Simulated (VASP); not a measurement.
# BiMo (rocksalt type) (Fm-3m) in VASP: further runs

Runs on BiMo (rocksalt type). Level: PBEsol. Tasks: single point, relaxation of cell and atoms.

Everything below comes from runs of VASP 6.6.1. Logs are shortened: lines on timing, memory, paths and dates and some standing lists are left out, and cuts for length are marked.

## Step 1: The cell of the first run

The structure is cubic, space group Fm-3m (No. 225). The conventional cell has a = 5.576 Å, b = 5.576 Å, c = 5.576 Å, α = 90.00°, β = 90.00°, γ = 90.00°. Within 3.7 Å of Mo (site symmetry m-3m) lie 6 Bi at 2.79 Å. Within 3.7 Å of Bi (site symmetry m-3m) lie 6 Mo at 2.79 Å.

## Step 2: Single point, PBEsol

Contents of INCAR:

```
SYSTEM = BiMo
PREC = Accurate
ENCUT = 500
EDIFF = 1E-6
ISMEAR = -1
SIGMA = 0.05
LREAL = .FALSE.
LASPH = .TRUE.
NELM = 120
ALGO = Normal
ISIF = 2
LWAVE = .FALSE.
LCHARG = .FALSE.
GGA = PS
NBANDS = 22
GGA_COMPAT = .FALSE.
```

Contents of KPOINTS:

```
Automatic mesh
0
G
  12 12 12
  0 0 0
```

Contents of POSCAR:

```
BiMo
1.0
    0.0000000000      2.7881930359      2.7881930359
    2.7881930359      0.0000000000      2.7881930359
    2.7881930359      2.7881930359      0.0000000000
Mo Bi
1 1
Direct
    0.0000000000      0.0000000000      0.0000000000
    0.5000000000      0.5000000000      0.5000000000
```

Potentials or basis: VASP PAW PBE potentials, release 64 (Mo_sv, Bi_d).

Run with:

```sh
$ cat potpaw_PBE.64/Mo_sv/POTCAR potpaw_PBE.64/Bi_d/POTCAR > POTCAR
$ mpirun -np 1 vasp_std > vasp.out
```

OUTCAR:

```text
SYSTEM = BiMo
   PREC = Accurate
   ENCUT = 500
   EDIFF = 1E-6
   ISMEAR = -1
   LREAL = .FALSE.
   LASPH = .TRUE.
   NELM = 120
   ISIF = 2
   GGA = PS

 ion  position               nearest neighbor table
   1  0.000  0.000  0.000-   2 2.79   2 2.79   2 2.79   2 2.79   2 2.79   2 2.79
   2  0.500  0.500  0.500-   1 2.79   1 2.79   1 2.79   1 2.79   1 2.79   1 2.79

  LATTYP: Found a face centered cubic cell.
 ALAT       =     5.5763860718

  Lattice vectors:

 A1 = (   0.0000000000,   2.7881930359,   2.7881930359)
 A2 = (   2.7881930359,   0.0000000000,   2.7881930359)
 A3 = (   2.7881930359,   2.7881930359,   0.0000000000)

Analysis of symmetry for initial positions (statically):
=====================================================================
 Subroutine PRICEL returns:
 Original cell was already a primitive cell.

 Routine SETGRP: Setting up the symmetry group for a
 face centered cubic supercell.

 Subroutine GETGRP returns: Found 48 space group operations
 (whereof 48 operations were pure point group operations)
 out of a pool of 48 trial point group operations.

The static configuration has the point symmetry O_h .

Analysis of symmetry for dynamics (positions and initial velocities):
=====================================================================
 Subroutine PRICEL returns:
 Original cell was already a primitive cell.

 Routine SETGRP: Setting up the symmetry group for a
 face centered cubic supercell.

 Subroutine GETGRP returns: Found 48 space group operations
 (whereof 48 operations were pure point group operations)
 out of a pool of 48 trial point group operations.

The dynamic configuration has the point symmetry O_h .

 Subroutine INISYM returns: Found 48 space group operations
 (whereof 48 operations are pure point group operations),
 and found     1 'primitive' translations

----------------------------------------------------------------------------------------

                                     Primitive cell

  volume of cell :      43.3509

  direct lattice vectors                    reciprocal lattice vectors
     0.000000000  2.788193036  2.788193036    -0.179327612  0.179327612  0.179327612
     2.788193036  0.000000000  2.788193036     0.179327612 -0.179327612  0.179327612
     2.788193036  2.788193036  0.000000000     0.179327612  0.179327612 -0.179327612

  length of vectors
     3.943100406  3.943100406  3.943100406     0.310604536  0.310604536  0.310604536

  position of ions in fractional coordinates (direct lattice)
     0.000000000  0.000000000  0.000000000
     0.500000000  0.500000000  0.500000000

  ion indices of the primitive-cell ions
   primitive index   ion index
                 1           1
                 2           2

----------------------------------------------------------------------------------------

 KPOINTS: Automatic mesh

Automatic generation of k-mesh.
 Grid dimensions read from file:
 generate k-points for:   12   12   12

 Generating k-lattice:

  Cartesian coordinates                     Fractional coordinates (reciprocal lattice)
    -0.014943968  0.014943968  0.014943968     0.083333333  0.000000000  0.000000000
     0.014943968 -0.014943968  0.014943968     0.000000000  0.083333333  0.000000000
     0.014943968  0.014943968 -0.014943968     0.000000000  0.000000000  0.083333333

  Length of vectors
     0.025883711  0.025883711  0.025883711

  Shift w.r.t. Gamma in fractional coordinates (k-lattice)
     0.000000000  0.000000000  0.000000000

 Subroutine IBZKPT returns following result:
 ===========================================

 Found     72 irreducible k-points:

 Following reciprocal coordinates:
            Coordinates               Weight
  0.000000  0.000000  0.000000      1.000000
  0.083333  0.000000  0.000000      8.000000
  0.166667  0.000000  0.000000      8.000000
  0.250000  0.000000  0.000000      8.000000
  0.333333  0.000000  0.000000      8.000000
  0.416667  0.000000  0.000000      8.000000
[... 16 lines left out ...]
  0.500000  0.166667  0.000000     24.000000
 -0.416667  0.166667  0.000000     24.000000
 [... further k-points ...]
   k-points           NKPTS =     72   k-points in BZ     NKDIM =     72   number of bands    NBANDS=     22
   number of dos      NEDOS =    301   number of ions     NIONS =      2
   total plane-waves  NPLWV =  27000
   dimension x,y,z NGX =    30 NGY =   30 NGZ =   30
   dimension x,y,z NGXF=    60 NGYF=   60 NGZF=   60
   ions per type =               1   1
   NGX,Y,Z   is equivalent  to a cutoff of  12.65, 12.65, 12.65 a.u.
   NGXF,Y,Z  is equivalent  to a cutoff of  25.30, 25.30, 25.30 a.u.
 SYSTEM =  BiMo
   PREC   = accura    normal or accurate (medium, high low for compatibility)
   ISTART =      0    job   : 0-new  1-cont  2-samecut
   ICHARG =      2    charge: 1-file 2-atom 10-const
   ISPIN  =      1    spin polarized calculation?
   LNONCOLLINEAR =      F non collinear calculations
   LSORBIT =      F    spin-orbit coupling
   LASPH  =      T    aspherical Exc in radial PAW
   ENCUT  =  500.0 eV  36.75 Ry    6.06 a.u.   7.19  7.19  7.19*2*pi/ulx,y,z
   NELM   =    120;   NELMIN=  2; NELMDL= -5     # of ELM steps
   EDIFF  = 0.1E-05   stopping-criterion for ELM
   LREAL  =      F    real-space projection
   EDIFFG = 0.1E-04   stopping-criterion for IOM
   NSW    =      0    number of steps for IOM
   IBRION =     -1    ionic relax: 0-MD 1-quasi-New 2-CG
   NFREE  =      0    steps in history (QN), initial steepest desc. (CG)
   ISIF   =      2    stress and relaxation
   ISYM   =      2    0-nonsym 1-usesym 2-fastsym
   POTIM  = 0.5000    time-step for ionic-motion
   TEBEG  =    0.0;   TEEND  =   0.0 temperature during run
   PSTRESS=    0.0 pullay stress
   NELECT =      29.0000    total number of electrons
   NUPDOWN=      -1.0000    fix difference up-down
   EMIN   =  10.00;   EMAX   =-10.00  energy-range for DOS
   EFERMI =   0.00;   METHOD = LEGACY
   ISMEAR =    -1;   SIGMA  =   0.05  broadening in eV -4-tet -1-fermi 0-gaus
   EFERMI_NEDOS =   21; number of points for ismear=-14 and -15
   IALGO  =     38    algorithm
   IMIX   =      4    mixing-type and parameters
     AMIX     =   0.40;   BMIX     =  1.00
     AMIX_MAG =   1.60;   BMIX_MAG =  1.00
  volume/ion in A,a.u.               =      21.68       146.27
  Fermi-wavevector in a.u.,A,eV,Ry     =   1.431775  2.705662 27.891652  2.049979
  Thomas-Fermi vector in A             =   2.551474
   LORBIT       =      0    0 simple, 1 ext, 2 COOP (PROOUT), +10 PAW based schemes
   GGA     = PS    functional components
   LHFCALC =     F    Hartree Fock is set to
   AEXX    =    0.0000 exact exchange contribution
   IVDW    =     0    specifies the selected vdW correction
   LEPSILON=     F    determine dielectric tensor
   LRPA    =     F    only Hartree local field effects (RPA)
 non-spin polarized calculation
  energy-cutoff  :      500.00
  volume of cell :       43.35
 maximum number of plane-waves:      1124
 NGX is ok and might be reduce to    30
   NGX = 15   NGY = 15   NGZ = 15

 number of electron      29.0000010 magnetization

 Free energy of the ion-electron system (eV)
  ---------------------------------------------------
  ext. energy  EPLUGINS =         0.00000000
  ---------------------------------------------------
  free energy    TOTEN  =       -13.63000380 eV

  energy without entropy =      -13.59417983  energy(sigma->0) =      -13.61209182

 E-fermi :  10.2796     XC(G=0): -11.8893

 val. band max:       10.2752377798   @ k =   0.4167   0.2500   0.0833
 cond. band min:      10.2823141301   @ k =  -0.4167   0.2500   0.0833
 fundamental gap:      0.0070763503
 Fermi energy:        10.2795936161

 k-point     1 :       0.0000    0.0000    0.0000
  band No.  band energies     occupation
      1     -50.4481      2.00000
      2     -24.6162      2.00000
      3     -24.6162      2.00000
      4     -24.6162      2.00000
      5     -12.6174      2.00000
      6     -12.6174      2.00000
[... 14 lines left out ...]
     21      21.5894      0.00000
     22      21.5894      0.00000

 k-point     2 :       0.0833    0.0000    0.0000
  band No.  band energies     occupation
      1     -50.4479      2.00000
      2     -24.6202      2.00000
      3     -24.6175      2.00000
      4     -24.6175      2.00000
      5     -12.6123      2.00000
      6     -12.6123      2.00000
[... 14 lines left out ...]
     21      20.8057      0.00000
     22      21.1459      0.00000

 k-point     3 :       0.1667    0.0000    0.0000
  band No.  band energies     occupation
      1     -50.4473      2.00000
      2     -24.6312      2.00000
      3     -24.6210      2.00000
      4     -24.6210      2.00000
      5     -12.5985      2.00000
      6     -12.5985      2.00000
[... 14 lines left out ...]
     21      20.2607      0.00000
     22      20.2648      0.00000

 k-point     4 :       0.2500    0.0000    0.0000
  band No.  band energies     occupation
      1     -50.4465      2.00000
      2     -24.6461      2.00000
      3     -24.6258      2.00000
      4     -24.6258      2.00000
      5     -12.5800      2.00000
      6     -12.5800      2.00000
[... 14 lines left out ...]
     21      19.2722      0.00000
     22      19.2722      0.00000

 k-point     5 :       0.3333    0.0000    0.0000
  band No.  band energies     occupation
      1     -50.4457      2.00000
      2     -24.6609      2.00000
      3     -24.6305      2.00000
      4     -24.6305      2.00000
      5     -12.5620      2.00000
      6     -12.5620      2.00000
[... 417 lines left out ...]
 k-point    22 :       0.4167    0.1667    0.0000
  band No.  band energies     occupation
      1     -50.4453      2.00000
      2     -24.6630      2.00000
      3     -24.6360      2.00000
      4     -24.6324      2.00000
      5     -12.5698      2.00000
      6     -12.5604      2.00000
[... 14 lines left out ...]
     21      19.8691      0.00000
     22      20.5283      0.00000

 k-point    23 :       0.5000    0.1667    0.0000
  band No.  band energies     occupation
      1     -50.4449      2.00000
      2     -24.6683      2.00000
      3     -24.6395      2.00000
      4     -24.6353      2.00000
      5     -12.5606      2.00000
      6     -12.5539      2.00000
[... 14 lines left out ...]
     21      19.6639      0.00000
     22      21.4258      0.00000

 k-point    24 :      -0.4167    0.1667    0.0000
  band No.  band energies     occupation
      1     -50.4448      2.00000
      2     -24.6693      2.00000
      3     -24.6398      2.00000
      4     -24.6363      2.00000
      5     -12.5658      2.00000
      6     -12.5436      2.00000
[... 14 lines left out ...]
     21      19.4456      0.00000
     22      22.1948      0.00000

 [... further k-points ...]

------------------------ aborting loop because EDIFF is reached ----------------------------------------

  FORCE on cell =-STRESS in cart. coord.  units (eV):
  Direction    XX          YY          ZZ          XY          YZ          ZX
  --------------------------------------------------------------------------------------
  -------------------------------------------------------------------------------------
  Total        0.6062139      0.6062139      0.6062139      0.0000000      0.0000000     -0.0000000
  in kB       22.4046396     22.4046396     22.4046396      0.0000000      0.0000000     -0.0000000
  external PRESSURE =      22.4046396 kB  Pullay stress =       0.0000000 kB

 VOLUME and BASIS-vectors are now :
 -----------------------------------------------------------------------------
  energy-cutoff  :      500.00
  volume of cell :       43.35
      direct lattice vectors                 reciprocal lattice vectors
     0.000000000  2.788193036  2.788193036    -0.179327612  0.179327612  0.179327612
     2.788193036  0.000000000  2.788193036     0.179327612 -0.179327612  0.179327612
     2.788193036  2.788193036  0.000000000     0.179327612  0.179327612 -0.179327612

 POSITION                                       TOTAL-FORCE (eV/Angst)
 -----------------------------------------------------------------------------------
      0.00000      0.00000      0.00000        -0.000000      0.000000      0.000000
      2.78819      2.78819      2.78819         0.000000     -0.000000     -0.000000
 -----------------------------------------------------------------------------------
    total drift:                                0.000000      0.000000      0.000000

  FREE ENERGIE OF THE ION-ELECTRON SYSTEM (eV)
  ---------------------------------------------------
  free  energy   TOTEN  =       -13.6300038046 eV

  energy  without entropy=      -13.5941798329  energy(sigma->0) =      -13.61209182
```

It took 67 s on 1 thread of Oxide Virtual Turin-like, shared host; peak memory 0.17 GiB.

What came out:

```yaml
Free_energy: -13.6300 eV
Pressure: 2.2 GPa
Band_gap_on_the_k_mesh: zero (an odd number of electrons rules out a gap without spin polarisation)
```

Levels at points of the mesh, in eV from the Fermi level:
```tsv
k point	band 13	band 14	band 15	band 16	band 17	band 18
(0.00, 0.00, 0.00)	-1.18	-0.59	-0.59	1.58	1.58	1.58
(0.50, 0.00, 0.00)	-3.46	-0.10	-0.10	0.56	3.79	6.54
(0.50, 0.50, 0.00)	-1.15	-1.15	-0.03	0.45	0.45	1.62
```

Caveat: the PAW data sets were made with another functional, which shifts forces and pressure a little; spin-orbit coupling is left out, which moves the levels of the heavy elements.

(Continued in part 2 of 2.)
